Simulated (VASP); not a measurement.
# Be2CdO3 (R-3m) in VASP: relaxation of cell and atoms with PBE

Aim: the relaxation of cell and atoms of Be2CdO3 with PBE.

Everything below comes from runs of VASP 6.6.1. Logs are shortened: lines on timing, memory, paths and dates and some standing lists are left out, and cuts for length are marked.

## (1) The cell of the first run

Symmetry: R-3m, No. 166, trigonal system. Conventional cell: a = 4.647 Å, b = 4.647 Å, c = 10.296 Å, α = 90.00°, β = 90.00°, γ = 120.00°. Within 3.3 Å of Be (site symmetry 3m) lie 9 O at 2.53 to 2.66 Å and 4 Be at 2.58 to 2.81 Å and 3 Cd at 2.72 Å. Within 2.9 Å of Cd (site symmetry -3m) lie 6 O at 2.18 Å and 6 Be at 2.72 Å. O (site symmetry 2/m) has 2 Cd at 2.18 Å and 4 O at 2.32 Å and 6 Be at 2.53 to 2.66 Å within 2.9 Å.

The cell was built from a structure type or drawn by symmetry, and may not be a known phase.

## (2) Relaxation of cell and atoms, PBE

File INCAR:

```
SYSTEM = Be2CdO3
ALGO     = Normal         ! electronic algorithm
EDIFF    = 1E-7           ! SCF threshold, eV
EDIFFG   = -0.08          ! ionic threshold
ENCUT    = 600            ! plane-wave cutoff, eV
GGA      = PE             ! functional
GGA_COMPAT= .False.      
IBRION   = 2              ! ionic algorithm
ISIF     = 3              ! what is computed and relaxed
ISMEAR   = 0              ! smearing method
LASPH    = .True.         ! aspherical terms in the spheres
LCHARG   = .False.        ! write CHGCAR
LREAL    = .False.        ! projectors in reciprocal space
LWAVE    = .False.        ! write WAVECAR
NELM     = 120            ! most SCF steps
NELMIN   = 4            
NSW      = 36             ! ionic steps
PREC     = Accurate       ! precision mode
SIGMA    = 0.15           ! smearing width, eV
```

File KPOINTS:

```
k-points
0
Gamma
  3 3 3
  0 0 0
```

File POSCAR:

```
Be2CdO3
1.0
    2.3233179900      1.3413682700      3.4319211200
   -2.3233179900      1.3413682700      3.4319211200
    0.0000000000     -2.6827365300      3.4319211200
Be Cd O
2 1 3
Direct
    0.1253110000      0.1253110000      0.1253110000
    0.8746890000      0.8746890000      0.8746890000
    0.5000000000      0.5000000000      0.5000000000
    0.5000000000      0.5000000000      0.0000000000
    0.5000000000      0.0000000000      0.5000000000
    0.0000000000      0.5000000000      0.5000000000
```

Potentials or basis: VASP PAW PBE potentials, release 64 (Be, Cd, O).

Command:

```
$ cat potpaw_PBE.64/Be/POTCAR potpaw_PBE.64/Cd/POTCAR potpaw_PBE.64/O/POTCAR > POTCAR
$ mpirun -np 1 vasp_std > vasp.out
```

OUTCAR:

```text
SYSTEM = Be2CdO3
   EDIFF = 1E-7
   EDIFFG = -0.08
   ENCUT = 600
   GGA = PE
   IBRION = 2
   ISIF = 3
   ISMEAR = 0
   LASPH = .True.
   LREAL = .False.
   NELM = 120
   NELMIN = 4
   NSW = 36
   PREC = Accurate

 ion  position               nearest neighbor table
   1  0.125  0.125  0.125-   3 2.72   3 2.72   3 2.72
   2  0.875  0.875  0.875-   3 2.72   3 2.72   3 2.72
   3  0.500  0.500  0.500-   4 2.18   4 2.18   6 2.18   5 2.18   5 2.18   6 2.18   1 2.72   1 2.72
                             2 2.72   2 2.72   1 2.72   2 2.72
   4  0.500  0.500  0.000-   3 2.18   3 2.18
   5  0.500  0.000  0.500-   3 2.18   3 2.18
   6  0.000  0.500  0.500-   3 2.18   3 2.18

  LATTYP: Found a trigonal (rhomboedric) cell.
 ALAT       =     4.3560484263
 COS(alpha) =     0.4310659744

  Lattice vectors:

 A1 = (   2.3233179900,   1.3413682700,   3.4319211200)
 A2 = (  -2.3233179900,   1.3413682700,   3.4319211200)
 A3 = (   0.0000000000,  -2.6827365300,   3.4319211200)

Analysis of symmetry for initial positions (statically):
=====================================================================
 Subroutine PRICEL returns:
 Original cell was already a primitive cell.

 Routine SETGRP: Setting up the symmetry group for a
 trigonal (rhombohedral) supercell.

 Subroutine GETGRP returns: Found 12 space group operations
 (whereof 12 operations were pure point group operations)
 out of a pool of 12 trial point group operations.

The static configuration has the point symmetry D_3d.

Analysis of symmetry for dynamics (positions and initial velocities):
=====================================================================
 Subroutine PRICEL returns:
 Original cell was already a primitive cell.

 Routine SETGRP: Setting up the symmetry group for a
 trigonal (rhombohedral) supercell.

 Subroutine GETGRP returns: Found 12 space group operations
 (whereof 12 operations were pure point group operations)
 out of a pool of 12 trial point group operations.

The dynamic configuration has the point symmetry D_3d.

 Subroutine INISYM returns: Found 12 space group operations
 (whereof 12 operations are pure point group operations),
 and found     1 'primitive' translations

----------------------------------------------------------------------------------------

                                     Primitive cell

  volume of cell :      64.1719

[... 91 lines left out ...]
   EFERMI =   0.00;   METHOD = LEGACY
   ISMEAR =     0;   SIGMA  =   0.15  broadening in eV -4-tet -1-fermi 0-gaus
   EFERMI_NEDOS =   21; number of points for ismear=-14 and -15
   IALGO  =     38    algorithm
   IMIX   =      4    mixing-type and parameters
     AMIX     =   0.40;   BMIX     =  1.00
     AMIX_MAG =   1.60;   BMIX_MAG =  1.00
  volume/ion in A,a.u.               =      10.70        72.18
  Fermi-wavevector in a.u.,A,eV,Ry     =   1.324706  2.503331 23.876117  1.754845
  Thomas-Fermi vector in A             =   2.454221
   LORBIT       =      0    0 simple, 1 ext, 2 COOP (PROOUT), +10 PAW based schemes
   GGA     = PE    functional components
   LHFCALC =     F    Hartree Fock is set to
   AEXX    =    0.0000 exact exchange contribution
   IVDW    =     0    specifies the selected vdW correction
   LEPSILON=     F    determine dielectric tensor
   LRPA    =     F    only Hartree local field effects (RPA)
 conjugate gradient relaxation of ions
 non-spin polarized calculation
 Gauss-broadening in eV      SIGMA  =   0.15
  energy-cutoff  :      600.00
  volume of cell :       64.17
 maximum number of plane-waves:      2173
   NGX = 17   NGY = 17   NGZ = 17

--------------------------------------- Ionic step        1  -------------------------------------------

 number of electron      33.9999998 magnetization

 Free energy of the ion-electron system (eV)
  ---------------------------------------------------
  ext. energy  EPLUGINS =         0.00000000
  ---------------------------------------------------
  free energy    TOTEN  =       -18.64530477 eV

  energy without entropy =      -18.58073506  energy(sigma->0) =      -18.61301991

------------------------ aborting loop because EDIFF is reached ----------------------------------------

  FORCE on cell =-STRESS in cart. coord.  units (eV):
  Direction    XX          YY          ZZ          XY          YZ          ZX
  --------------------------------------------------------------------------------------
  -------------------------------------------------------------------------------------
  Total        8.4558135      8.4558135     -4.4893157      0.0000000     -0.0000000      0.0000000
  in kB      211.1158047    211.1158046   -112.0844852      0.0000000     -0.0000001      0.0000000
  external PRESSURE =     103.3823747 kB  Pullay stress =       0.0000000 kB
[... 101 lines left out ...]
  FREE ENERGIE OF THE ION-ELECTRON SYSTEM (eV)
  ---------------------------------------------------
  free  energy   TOTEN  =       -21.3523873877 eV

  energy  without entropy=      -21.2541375555  energy(sigma->0) =      -21.30326247

 E-fermi :   3.1501     XC(G=0): -10.2035

 val. band max:        3.0995433261   @ k =   0.3333   0.3333   0.0000
 cond. band min:       3.1684803713   @ k =   0.3333   0.0000   0.0000
 fundamental gap:      0.0689370452
 Fermi energy:         3.1500622753

 k-point     1 :       0.0000    0.0000    0.0000
  band No.  band energies     occupation
      1     -16.2081      2.00000
      2     -15.0080      2.00000
      3     -15.0080      2.00000
      4      -4.4126      2.00000
      5      -4.1435      2.00000
      6      -3.8585      2.00000
[... 133 lines left out ...]
     20       8.0879      0.00000
     21       8.8229      0.00000

[... ionic steps 4 to 23 ...]

--------------------------------------- Ionic step       24  -------------------------------------------

 number of electron      33.9999991 magnetization

------------------------ aborting loop because EDIFF is reached ----------------------------------------
[... 75 lines left out ...]
--------------------------------------- Ionic step       26  -------------------------------------------

 number of electron      34.0000018 magnetization

 Free energy of the ion-electron system (eV)
  ---------------------------------------------------
  ext. energy  EPLUGINS =         0.00000000
  ---------------------------------------------------
  free energy    TOTEN  =       -32.61219510 eV

  energy without entropy =      -32.60365264  energy(sigma->0) =      -32.60792387

 E-fermi :   0.2168     XC(G=0):  -8.2175

 val. band max:        0.1776189955   @ k =   0.3333   0.3333   0.3333
 cond. band min:       1.5004867810   @ k =   0.3333   0.0000   0.0000
 fundamental gap:      1.3228677855
 Fermi energy:         0.2168450891

 k-point     1 :       0.0000    0.0000    0.0000
  band No.  band energies     occupation
      1     -18.0233      2.00000
      2     -16.9714      2.00000
      3     -16.9714      2.00000
      4      -8.0553      2.00000
      5      -7.7868      2.00000
      6      -7.7868      2.00000
[... 166 lines left out ...]
  FREE ENERGIE OF THE ION-ELECTRON SYSTEM (eV)
  ---------------------------------------------------
  free  energy   TOTEN  =       -32.6121950974 eV

  energy  without entropy=      -32.6036526397  energy(sigma->0) =      -32.60792387

 reached required accuracy - stopping structural energy minimisation
```

OSZICAR:

```text
N       E                     dE             d eps       ncg     rms          rms(c)
DAV:   1     0.250664536361E+03    0.25066E+03   -0.19301E+04   252   0.174E+03
DAV:   2    -0.395697163765E+00   -0.25106E+03   -0.23532E+03   282   0.389E+02
DAV:   3    -0.238936469184E+02   -0.23498E+02   -0.22823E+02   334   0.118E+02
[... 332 lines left out ...]
DAV:   7    -0.326121931329E+02   -0.22732E-04   -0.10266E-04   262   0.899E-02    0.204E-02
DAV:   8    -0.326121949025E+02   -0.17696E-05   -0.24738E-06   287   0.141E-02    0.392E-03
DAV:   9    -0.326121949020E+02    0.56571E-09   -0.16717E-06   257   0.177E-02    0.291E-03
DAV:  10    -0.326121950718E+02   -0.16987E-06   -0.24196E-07   213   0.475E-03    0.113E-03
DAV:  11    -0.326121950974E+02   -0.25555E-07   -0.11325E-08   136   0.109E-03
  26 F= -.32612195E+02 E0= -.32607924E+02  d E =-.350930E+00
```

It took 9 min on 1 thread of Intel Xeon 8259CL, shared host; peak memory 0.22 GiB.

What came out:

| Item | Value |
| --- | --- |
| Free energy | -32.6122 eV |
| Relaxed volume | 15.24 Å³/atom |
| Relaxed cell | a = 4.907 Å, b = 4.907 Å, c = 4.907 Å, α = 64.29°, β = 64.29°, γ = 64.29° |
| Space group after relaxing (to 0.1 Å) | R-3m (No. 166) |
| Pressure after relaxing | 0.2 GPa |
| Largest force after relaxing | 0.047 eV/Å |
| Band gap on the k mesh | zero (bands 17 and 18 overlap by 0.02 eV) |

Forces on the atoms (eV/Å):
```
Be   0.000  0.000  0.047
Be   0.000  0.000 -0.047
Cd   0.000  0.000  0.000
O    0.000  0.000  0.000
O    0.000  0.000  0.000
O    0.000  0.000  0.000
```

Final structure:
```
Be Cd O
1.0
     2.61086    1.50738    3.87206
    -2.61086    1.50738    3.87206
     0.00000   -3.01476    3.87206
Be Cd O
2 1 3
Direct
  0.30343 0.30343 0.30343
  0.69657 0.69657 0.69657
  0.50000 0.50000 0.50000
  0.50000 0.50000 0.00000
  0.50000 0.00000 0.50000
  0.00000 0.50000 0.50000
```

Levels at points of the mesh, in eV from the Fermi level:
| k point | band 15 | band 16 | band 17 | band 18 | band 19 | band 20 |
| --- | --- | --- | --- | --- | --- | --- |
| (0.00, 0.00, 0.00) | -1.30 | -1.30 | -0.41 | -0.06 | 3.69 | 8.43 |

Caveat: the k points lie up to 0.50 Å⁻¹ apart in the final cell; the volume moved by over 15 % at a fixed basis, so the end points are rough; semilocal functionals underestimate gaps, so a narrow gap can read as zero; the relaxation stopped at a loose force limit of 0.08 eV/Å, so its end isn't a converged minimum.
